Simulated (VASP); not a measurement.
# SnTe (Pm-3m) in VASP: notebook, part 2 of 2

VASP 6.6.1.

### 6 Single point, PBE (volume scaled by 1.02)

INCAR reads:

```
PREC = Accurate ; ENCUT = 520
EDIFF = 1E-6 ; ISMEAR = -1
SIGMA = 0.05 ; LREAL = False
LASPH = True ; NELM = 100
ALGO = Normal ; ISIF = 2
LWAVE = False ; LCHARG = True
GGA = PE ; LELF = True
LVHAR = True ; NBANDS = 17
```

KPOINTS reads:

```
Automatic mesh
0
Gamma
  7 7 7
```

POSCAR reads:

```
SnTe
1.0
    3.9305596940      0.0000000000      0.0000000000
    0.0000000000      3.9305596940      0.0000000000
    0.0000000000      0.0000000000      3.9305596940
Te Sn
1 1
Direct
    0.5000000000      0.5000000000      0.5000000000
    0.0000000000      0.0000000000      0.0000000000
```

Potentials or basis: VASP PAW PBE potentials, release 64 (Te, Sn_d).

The run is started by

```bash
cat potpaw_PBE.64/Te/POTCAR potpaw_PBE.64/Sn_d/POTCAR > POTCAR
mpirun -np 1 vasp_std > vasp.out
```

OUTCAR:

```text
PREC = Accurate
   ENCUT = 520
   EDIFF = 1E-6
   ISMEAR = -1
   LREAL = False
   LASPH = True
   NELM = 100
   ISIF = 2
   GGA = PE

 ion  position               nearest neighbor table
   1  0.500  0.500  0.500-   2 3.40   2 3.40   2 3.40   2 3.40   2 3.40   2 3.40   2 3.40   2 3.40

   2  0.000  0.000  0.000-   1 3.40   1 3.40   1 3.40   1 3.40   1 3.40   1 3.40   1 3.40   1 3.40

  LATTYP: Found a simple cubic cell.
 ALAT       =     3.9305596940

  Lattice vectors:

 A1 = (   3.9305596940,   0.0000000000,   0.0000000000)
 A2 = (   0.0000000000,   3.9305596940,   0.0000000000)
 A3 = (   0.0000000000,   0.0000000000,   3.9305596940)

Analysis of symmetry for initial positions (statically):
=====================================================================
 Subroutine PRICEL returns:
 Original cell was already a primitive cell.

 Routine SETGRP: Setting up the symmetry group for a
 simple cubic supercell.

 Subroutine GETGRP returns: Found 48 space group operations
 (whereof 48 operations were pure point group operations)
 out of a pool of 48 trial point group operations.

The static configuration has the point symmetry O_h .

Analysis of symmetry for dynamics (positions and initial velocities):
=====================================================================
 Subroutine PRICEL returns:
 Original cell was already a primitive cell.

 Routine SETGRP: Setting up the symmetry group for a
 simple cubic supercell.

 Subroutine GETGRP returns: Found 48 space group operations
 (whereof 48 operations were pure point group operations)
 out of a pool of 48 trial point group operations.

The dynamic configuration has the point symmetry O_h .

 Subroutine INISYM returns: Found 48 space group operations
 (whereof 48 operations are pure point group operations),
 and found     1 'primitive' translations

[... 106 lines left out ...]
   IALGO  =     38    algorithm
   IMIX   =      4    mixing-type and parameters
     AMIX     =   0.40;   BMIX     =  1.00
     AMIX_MAG =   1.60;   BMIX_MAG =  1.00
  volume/ion in A,a.u.               =      30.36       204.89
  Fermi-wavevector in a.u.,A,eV,Ry     =   1.130569  2.136466 17.390782  1.278186
  Thomas-Fermi vector in A             =   2.267266
   LORBIT       =      0    0 simple, 1 ext, 2 COOP (PROOUT), +10 PAW based schemes
   GGA     = PE    functional components
   LHFCALC =     F    Hartree Fock is set to
   AEXX    =    0.0000 exact exchange contribution
   IVDW    =     0    specifies the selected vdW correction
   LEPSILON=     F    determine dielectric tensor
   LRPA    =     F    only Hartree local field effects (RPA)
 non-spin polarized calculation
  energy-cutoff  :      520.00
  volume of cell :       60.72
 maximum number of plane-waves:      1650
 NGX is ok and might be reduce to    30
   NGX = 15   NGY = 15   NGZ = 15

 number of electron      19.9999989 magnetization

 Free energy of the ion-electron system (eV)
  ---------------------------------------------------
  ext. energy  EPLUGINS =         0.00000000
  ---------------------------------------------------
  free energy    TOTEN  =        -7.07006569 eV

  energy without entropy =       -7.04905530  energy(sigma->0) =       -7.05956050

 E-fermi :   6.7706     XC(G=0):  -9.7901

 val. band max:        6.7585461034   @ k =   0.4286   0.2857   0.0000
 cond. band min:       6.8042691266   @ k =   0.4286   0.4286   0.4286
 fundamental gap:      0.0457230232
 Fermi energy:         6.7705917065

 k-point     1 :       0.0000    0.0000    0.0000
  band No.  band energies     occupation
      1     -14.8073      2.00000
      2     -14.8073      2.00000
      3     -14.7725      2.00000
      4     -14.7725      2.00000
      5     -14.7725      2.00000
      6      -5.3938      2.00000
[... 377 lines left out ...]
      4     -14.7623      2.00000
      5     -14.7623      2.00000
      6      -3.1231      2.00000
[... 9 lines left out ...]
     16      19.4070      0.00000
     17      21.2306      0.00000

------------------------ aborting loop because EDIFF is reached ----------------------------------------

  FORCE on cell =-STRESS in cart. coord.  units (eV):
  Direction    XX          YY          ZZ          XY          YZ          ZX
  --------------------------------------------------------------------------------------
  -------------------------------------------------------------------------------------
  Total       -0.6376502     -0.6376502     -0.6376502     -0.0000000     -0.0000000      0.0000000
  in kB      -16.8240258    -16.8240258    -16.8240258     -0.0000000     -0.0000000      0.0000000
  external PRESSURE =     -16.8240258 kB  Pullay stress =       0.0000000 kB

 VOLUME and BASIS-vectors are now :
 -----------------------------------------------------------------------------
  energy-cutoff  :      520.00
  volume of cell :       60.72
      direct lattice vectors                 reciprocal lattice vectors
     3.930559694  0.000000000  0.000000000     0.254416693  0.000000000  0.000000000
     0.000000000  3.930559694  0.000000000     0.000000000  0.254416693  0.000000000
     0.000000000  0.000000000  3.930559694     0.000000000  0.000000000  0.254416693

 POSITION                                       TOTAL-FORCE (eV/Angst)
 -----------------------------------------------------------------------------------
      1.96528      1.96528      1.96528         0.000000      0.000000      0.000000
      0.00000      0.00000      0.00000         0.000000      0.000000      0.000000
 -----------------------------------------------------------------------------------
    total drift:                               -0.000000     -0.000000     -0.000000

  FREE ENERGIE OF THE ION-ELECTRON SYSTEM (eV)
  ---------------------------------------------------
  free  energy   TOTEN  =        -7.0700656931 eV

  energy  without entropy=       -7.0490553000  energy(sigma->0) =       -7.05956050
```

OSZICAR:

```text
N       E                     dE             d eps       ncg     rms          rms(c)
DAV:   1     0.126080713343E+03    0.12608E+03   -0.94824E+03   704   0.134E+03
DAV:   2     0.423596088208E+01   -0.12184E+03   -0.11833E+03   728   0.337E+02
DAV:   3    -0.686097369940E+01   -0.11097E+02   -0.10953E+02   849   0.892E+01
DAV:   4    -0.716049159189E+01   -0.29952E+00   -0.29933E+00   844   0.150E+01
DAV:   5    -0.717234699119E+01   -0.11855E-01   -0.11855E-01   959   0.289E+00    0.431E+00
DAV:   6    -0.707059655291E+01    0.10175E+00   -0.28984E-01   896   0.332E+00    0.275E+00
DAV:   7    -0.707038908894E+01    0.20746E-03   -0.20729E-02   761   0.787E-01    0.136E+00
DAV:   8    -0.707002056417E+01    0.36852E-03   -0.33630E-03   826   0.348E-01    0.234E-01
DAV:   9    -0.707004187488E+01   -0.21311E-04   -0.24334E-04   984   0.923E-02    0.128E-01
DAV:  10    -0.707006861095E+01   -0.26736E-04   -0.51746E-05   825   0.643E-02    0.404E-02
DAV:  11    -0.707006592814E+01    0.26828E-05   -0.67895E-06   863   0.222E-02    0.120E-02
DAV:  12    -0.707006569310E+01    0.23504E-06   -0.63338E-07   428   0.544E-03
   1 F= -.70700657E+01 E0= -.70595605E+01  d E =-.210104E-01
```

It took 26 s on 1 thread of AMD EPYC 7R43 (Zen 3), shared host; peak memory 0.13 GiB.

What came out:

| Quantity | Value |
| --- | --- |
| Free energy | -7.0701 eV |
| Pressure | -1.7 GPa |
| Band gap on the k mesh | zero (band 10 reaches 6.99 eV, above the bottom of band 11 at 5.99 eV) |

Caveat: spin-orbit coupling is left out, which moves the levels of the heavy elements.

### 7 Summary

```csv
cell,gap on the mesh (eV),pressure (GPa)
"a = 3.852 Å, 2 atoms",none,0.4
"a = 3.878 Å, 2 atoms",none,-0.4
"a = 3.905 Å, 2 atoms",none,-1.1
"a = 3.931 Å, 2 atoms",none,-1.7
```

Alike in all rows: task single point; level PBE; potentials or basis VASP PAW PBE potentials, release 64 (Te, Sn_d); no spin polarisation; k mesh 7 × 7 × 7; cutoff (eV) 520; smearing fermi-dirac 0.05 eV.

Caveats: spin-orbit coupling is left out, which moves the levels of the heavy elements.

Absolute energies hang on the potentials; compare differences alone.
